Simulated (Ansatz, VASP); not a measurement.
TiAl3 in VASP and in Ansatz

```
Ti Al
1.0
     2.78139    0.00000    0.00000
     0.00000    4.67107    0.00000
     0.00000    0.00000    4.89340
Ti Al
1 3
Direct
  0.00000 0.50000 0.16317
  0.50000 0.50000 0.66405
  0.50000 0.00000 0.33311
  0.00000 0.00000 0.83967
```

Alike in both runs: task single point; functional PBEsol; k mesh 18 × 10 × 10; occupations gaussian, width 0.15 eV; no spin polarisation.

|  | VASP | Ansatz |
| --- | --- | --- |
| version | VASP 6.6.1 | Ansatz 0.2.0 |
| potentials or method | VASP PAW PBE potentials, release 64 (Ti_sv, Al), cutoff 520 eV | scalar-relativistic, plane waves, PAW |
| valence electrons in the cell | 21 | 21 |

```csv
,VASP,Ansatz,Ansatz less VASP
gap on the k mesh at the Fermi level (eV),none,none,-
pressure (GPa),0.1,0.0,-0.07
"traceless stress, the component that is largest in VASP (GPa)",0.09,0.08,-0.011
```

VASP's potentials were made for PBE, not for PBEsol. A gap of «none» marks a metal or a gap that the smearing closes.
